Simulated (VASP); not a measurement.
Set up this calculation in VASP 6.6.1, as the native input.

| Quantity | Value |
| --- | --- |
| Task | single point |
| Functional | PBE |
| Potentials or basis | VASP PAW PBE potentials, release 64 (Nd, Al, As) |
| Cutoff | 520 eV |
| k mesh | 3 × 3 × 4 |
| Occupations | gaussian, width 0.1 eV |
| Spin | no spin polarisation |
| Dipole correction | no |
| Further INCAR settings | ALGO = Normal; EDIFF = 1e-06; NBANDS = 32 |

The structure of Nd2AlAs3 lies in POSCAR:

```
Nd2AlAs3
1.0
    6.7007072320     -0.0000000032      0.0000000000
   -3.3503536133      5.8029826878      0.0000000000
    0.0000000000      0.0000000000      4.4135322511
Nd Al As
2 1 3
Direct
    0.6666666667      0.3333333333      0.5124239403
    0.3333333333      0.6666666667      0.5124239403
    0.0000000000      0.0000000000      0.1145374180
    0.0000000000      0.5000000000      1.0102032038
    0.5000000000      0.0000000000      1.0102032038
    0.5000000000      0.5000000000      1.0102032038
```

One way to write it, as run:

INCAR

```
ALGO = Normal ; EDIFF = 1E-6
ENCUT = 520 ; GGA = PE
ISIF = 2 ; ISMEAR = 0
LASPH = T ; LCHARG = F
LREAL = F ; LWAVE = F
NBANDS = 32 ; NELM = 100
PREC = Accurate ; SIGMA = 0.1
```

KPOINTS

```
k-points
0
Gamma
  3 3 4
```

Potentials or basis: VASP PAW PBE potentials, release 64 (Nd, Al, As).

The run is started by

```console
$ cat potpaw_PBE.64/Nd/POTCAR potpaw_PBE.64/Al/POTCAR potpaw_PBE.64/As/POTCAR > POTCAR
$ mpirun -np 1 vasp_std > vasp.out
```

It gave:

| Quantity | Value |
| --- | --- |
| Pressure | -3.0 GPa |
| Largest force | 0.087 eV/Å |
| Band gap on the k mesh | zero (band 23 reaches 3.85 eV, above the bottom of band 24 at 3.79 eV) |

Caveat: the k points lie up to 0.36 Å⁻¹ apart; spin-orbit coupling is left out, which moves the levels of the heavy elements; without U or exact exchange the open f shell lies at the Fermi level, which spoils levels, moments and volumes.

Wall time 4.9 min on 1 thread of Intel(R) Xeon(R) Platinum 8259CL CPU @ 2.50GHz (Skylake/Cascade Lake), with other jobs on the host, peak memory 0.31 GiB.
